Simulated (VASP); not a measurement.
The system is Pb.

```
CELL_PARAMETERS angstrom
3.03861 -1.75032 0.00000
3.03861 1.75032 0.00000
-2.11546 0.00000 6.09522
ATOMIC_POSITIONS crystal
Pb 0.89920 0.91261 0.72889
Pb 0.09341 0.08248 0.27147
```

This cell differs from its parent crystal: atoms moved at random.

Base run:

| Item | Value |
| --- | --- |
| Program | VASP 6.6.1 |
| Functional | PBEsol |
| Potentials or basis | VASP PAW PBE potentials, release 64 (Pb_d) |
| Cutoff | 520 eV |
| k mesh | 9 × 9 × 5 |
| Occupations | fermi-dirac, width 0.05 eV |
| Spin | no spin polarisation |

Its results: band gap on the k mesh zero (band 14 reaches 12.52 eV, above the bottom of band 15 at 4.92 eV); pressure -1.9 GPa; largest force 0.196 eV/Å.

Q: The run is repeated on the same cell with these changes: functional from PBEsol to PBE. What comes out?

A: Band gap on the k mesh zero (band 14 reaches 12.71 eV, above the bottom of band 15 at 5.11 eV); pressure 0.6 GPa; largest force 0.146 eV/Å.

PBE binds less tightly than PBEsol, so the same cell stands under more pressure.

Caveats: spin-orbit coupling is left out, which moves the levels of the heavy elements; the PAW data sets were made with another functional, which shifts forces and pressure a little (some runs).
